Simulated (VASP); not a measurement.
# AgI (F-43m) in VASP: further runs

AgI is run at these levels: PBE; tasks: single point.

All numbers are computed with VASP 6.6.1; they aren't measurements. Logs are shortened: lines on timing, memory, paths and dates and some standing lists are left out, and cuts for length are marked.

**1. The cell of the first run**

It takes space group F-43m (No. 216, cubic). The conventional cell has a = 6.354 Å, b = 6.354 Å, c = 6.354 Å, α = 90.00°, β = 90.00°, γ = 90.00°. Ag (site symmetry -43m) has 4 I at 2.75 Å within 3.6 Å. Within 3.6 Å of I (site symmetry -43m) lie 4 Ag at 2.75 Å.

**2. Single point, PBE (32.07 Å³/atom)**

INCAR

```
ALGO = Normal
EDIFF = 1E-6
ENCUT = 500
GGA = PE
GGA_COMPAT = F
ISIF = 2
ISMEAR = 0
LASPH = T
LCHARG = F
LREAL = F
LWAVE = F
NBANDS = 16
NELM = 120
PREC = Accurate
SIGMA = 0.02
```

KPOINTS

```
k-points
0
Gamma
  8 8 8
```

POSCAR

```
AgI
1.0
    0.0000000000      3.1772243476      3.1772243476
    3.1772243476      0.0000000000      3.1772243476
    3.1772243476      3.1772243476      0.0000000000
Ag I
1 1
Direct
    0.0000000000      0.0000000000      0.0000000000
    0.2500000000      0.2500000000      0.2500000000
```

Potentials or basis: VASP PAW PBE potentials, release 64 (Ag, I).

Started as:

```sh
cat potpaw_PBE.64/Ag/POTCAR potpaw_PBE.64/I/POTCAR > POTCAR
mpirun -np 1 vasp_std > vasp.out
```

OUTCAR:

```text
EDIFF = 1E-6
   ENCUT = 500
   GGA = PE
   ISIF = 2
   ISMEAR = 0
   LASPH = T
   LREAL = F
   NELM = 120
   PREC = Accurate

 ion  position               nearest neighbor table
   1  0.000  0.000  0.000-   2 2.75   2 2.75   2 2.75   2 2.75
   2  0.250  0.250  0.250-   1 2.75   1 2.75   1 2.75   1 2.75

  LATTYP: Found a face centered cubic cell.
 ALAT       =     6.3544486952

  Lattice vectors:

 A1 = (   0.0000000000,   3.1772243476,   3.1772243476)
 A2 = (   3.1772243476,   0.0000000000,   3.1772243476)
 A3 = (   3.1772243476,   3.1772243476,   0.0000000000)

Analysis of symmetry for initial positions (statically):
=====================================================================
 Subroutine PRICEL returns:
 Original cell was already a primitive cell.

 Routine SETGRP: Setting up the symmetry group for a
 face centered cubic supercell.

 Subroutine GETGRP returns: Found 24 space group operations
 (whereof 24 operations were pure point group operations)
 out of a pool of 48 trial point group operations.

The static configuration has the point symmetry T_d .

Analysis of symmetry for dynamics (positions and initial velocities):
=====================================================================
 Subroutine PRICEL returns:
 Original cell was already a primitive cell.

 Routine SETGRP: Setting up the symmetry group for a
 face centered cubic supercell.

 Subroutine GETGRP returns: Found 24 space group operations
 (whereof 24 operations were pure point group operations)
 out of a pool of 48 trial point group operations.

The dynamic configuration has the point symmetry T_d .

 Subroutine INISYM returns: Found 24 space group operations
 (whereof 24 operations are pure point group operations),
 and found     1 'primitive' translations

----------------------------------------------------------------------------------------

                                     Primitive cell

  volume of cell :      64.1466

  direct lattice vectors                    reciprocal lattice vectors
     0.000000000  3.177224348  3.177224348    -0.157370064  0.157370064  0.157370064
     3.177224348  0.000000000  3.177224348     0.157370064 -0.157370064  0.157370064
     3.177224348  3.177224348  0.000000000     0.157370064  0.157370064 -0.157370064

  length of vectors
     4.493273763  4.493273763  4.493273763     0.272572947  0.272572947  0.272572947

[... 73 lines left out ...]
   ICHARG =      2    charge: 1-file 2-atom 10-const
   ISPIN  =      1    spin polarized calculation?
   LNONCOLLINEAR =      F non collinear calculations
   LSORBIT =      F    spin-orbit coupling
   LASPH  =      T    aspherical Exc in radial PAW
   ENCUT  =  500.0 eV  36.75 Ry    6.06 a.u.   8.19  8.19  8.19*2*pi/ulx,y,z
   NELM   =    120;   NELMIN=  2; NELMDL= -5     # of ELM steps
   EDIFF  = 0.1E-05   stopping-criterion for ELM
   LREAL  =      F    real-space projection
   EDIFFG = 0.1E-04   stopping-criterion for IOM
   NSW    =      0    number of steps for IOM
   IBRION =     -1    ionic relax: 0-MD 1-quasi-New 2-CG
   NFREE  =      0    steps in history (QN), initial steepest desc. (CG)
   ISIF   =      2    stress and relaxation
   ISYM   =      2    0-nonsym 1-usesym 2-fastsym
   POTIM  = 0.5000    time-step for ionic-motion
   TEBEG  =    0.0;   TEEND  =   0.0 temperature during run
   PSTRESS=    0.0 pullay stress
   NELECT =      18.0000    total number of electrons
   NUPDOWN=      -1.0000    fix difference up-down
   EMIN   =  10.00;   EMAX   =-10.00  energy-range for DOS
   EFERMI =   0.00;   METHOD = LEGACY
   ISMEAR =     0;   SIGMA  =   0.02  broadening in eV -4-tet -1-fermi 0-gaus
   EFERMI_NEDOS =   21; number of points for ismear=-14 and -15
   IALGO  =     38    algorithm
   IMIX   =      4    mixing-type and parameters
     AMIX     =   0.40;   BMIX     =  1.00
     AMIX_MAG =   1.60;   BMIX_MAG =  1.00
  volume/ion in A,a.u.               =      32.07       216.44
  Fermi-wavevector in a.u.,A,eV,Ry     =   1.071785  2.025380 15.629334  1.148724
  Thomas-Fermi vector in A             =   2.207536
   LORBIT       =      0    0 simple, 1 ext, 2 COOP (PROOUT), +10 PAW based schemes
   GGA     = PE    functional components
   LHFCALC =     F    Hartree Fock is set to
   AEXX    =    0.0000 exact exchange contribution
   IVDW    =     0    specifies the selected vdW correction
   LEPSILON=     F    determine dielectric tensor
   LRPA    =     F    only Hartree local field effects (RPA)
 non-spin polarized calculation
 Gauss-broadening in eV      SIGMA  =   0.02
  energy-cutoff  :      500.00
  volume of cell :       64.15
 maximum number of plane-waves:      1660
 NGX is ok and might be reduce to    36
   NGX = 17   NGY = 17   NGZ = 17

 number of electron      18.0000002 magnetization

 Free energy of the ion-electron system (eV)
  ---------------------------------------------------
  ext. energy  EPLUGINS =         0.00000000
  ---------------------------------------------------
  free energy    TOTEN  =        -4.68565991 eV

  energy without entropy =       -4.68565991  energy(sigma->0) =       -4.68565991

 E-fermi :   4.0365     XC(G=0):  -8.7364

 val. band max:        3.8943154382   @ k =   0.0000   0.0000   0.0000
 cond. band min:       5.2388192883   @ k =   0.0000   0.0000   0.0000
 fundamental gap:      1.3445038502
 Fermi energy:         4.0364746778

 k-point     1 :       0.0000    0.0000    0.0000
  band No.  band energies     occupation
      1      -9.2944      2.00000
      2      -0.7405      2.00000
      3      -0.7405      2.00000
      4      -0.7405      2.00000
      5       0.5145      2.00000
      6       0.5145      2.00000
[... 433 lines left out ...]
      3      -0.5492      2.00000
      4      -0.3589      2.00000
      5       0.4724      2.00000
      6       0.5632      2.00000
[... 8 lines left out ...]
     15      14.6306      0.00000
     16      15.3273      0.00000

 [... further k-points ...]
[... 5 lines left out ...]
  --------------------------------------------------------------------------------------
  -------------------------------------------------------------------------------------
  Total        1.8211229      1.8211229      1.8211229      0.0000000     -0.0000000      0.0000000
  in kB       45.4858374     45.4858374     45.4858374      0.0000000     -0.0000000      0.0000000
  external PRESSURE =      45.4858374 kB  Pullay stress =       0.0000000 kB

 VOLUME and BASIS-vectors are now :
 -----------------------------------------------------------------------------
  energy-cutoff  :      500.00
  volume of cell :       64.15
      direct lattice vectors                 reciprocal lattice vectors
     0.000000000  3.177224348  3.177224348    -0.157370064  0.157370064  0.157370064
     3.177224348  0.000000000  3.177224348     0.157370064 -0.157370064  0.157370064
     3.177224348  3.177224348  0.000000000     0.157370064  0.157370064 -0.157370064

 POSITION                                       TOTAL-FORCE (eV/Angst)
 -----------------------------------------------------------------------------------
      0.00000      0.00000      0.00000         0.000000      0.000000      0.000000
      1.58861      1.58861      1.58861        -0.000000     -0.000000     -0.000000
 -----------------------------------------------------------------------------------
    total drift:                               -0.000000     -0.000000     -0.000000

  FREE ENERGIE OF THE ION-ELECTRON SYSTEM (eV)
  ---------------------------------------------------
  free  energy   TOTEN  =        -4.6856599094 eV

  energy  without entropy=       -4.6856599094  energy(sigma->0) =       -4.68565991
```

OSZICAR:

```text
N       E                     dE             d eps       ncg     rms          rms(c)
DAV:   1     0.878691374217E+02    0.87869E+02   -0.75874E+03   944   0.916E+02
DAV:   2    -0.177084605081E+01   -0.89640E+02   -0.84450E+02  1136   0.194E+02
DAV:   3    -0.474197113307E+01   -0.29711E+01   -0.29655E+01  1112   0.363E+01
DAV:   4    -0.478744588247E+01   -0.45475E-01   -0.45473E-01  1448   0.425E+00
DAV:   5    -0.478762176599E+01   -0.17588E-03   -0.17588E-03  1184   0.220E-01    0.617E+00
DAV:   6    -0.468751265670E+01    0.10011E+00   -0.28438E-01  1056   0.746E+00    0.456E+00
DAV:   7    -0.468557590394E+01    0.19368E-02   -0.44537E-02  1056   0.124E+00    0.189E+00
DAV:   8    -0.468541322139E+01    0.16268E-03   -0.21761E-03  1168   0.385E-01    0.250E-01
DAV:   9    -0.468558420749E+01   -0.17099E-03   -0.35636E-04  1152   0.209E-01    0.624E-02
DAV:  10    -0.468562593853E+01   -0.41731E-04   -0.23941E-05  1192   0.472E-02    0.220E-02
DAV:  11    -0.468566046440E+01   -0.34526E-04   -0.50003E-05  1080   0.477E-02    0.173E-02
DAV:  12    -0.468565990939E+01    0.55502E-06   -0.17032E-06  1072   0.131E-02
   1 F= -.46856599E+01 E0= -.46856599E+01  d E =-.755754E-26
```

Run time: 12 s. Hardware: 1 thread of Intel Xeon 6975P-C (Granite Rapids), shared host; peak memory 0.21 GiB.

Results:

| Item | Value |
| --- | --- |
| Free energy | -4.6857 eV |
| Pressure | 4.5 GPa |
| Band gap on the k mesh | 1.34 eV |

Levels at points of the mesh, in eV from the valence-band top:
| k point | band 7 | band 8 | band 9 | band 10 | band 11 | band 12 |
| --- | --- | --- | --- | --- | --- | --- |
| (0.00, 0.00, 0.00) | 0.00 | 0.00 | 0.00 | 1.34 | 5.63 | 5.63 |
| (0.50, 0.00, 0.00) | -3.21 | -0.82 | -0.82 | 2.72 | 6.14 | 6.14 |
| (0.50, 0.50, 0.00) | -2.86 | -2.01 | -2.01 | 3.43 | 3.80 | 8.74 |

Caveat: the cell stands under pressure; spin-orbit coupling is left out, which moves the levels of the heavy elements.

(Continued in part 2 of 2.)
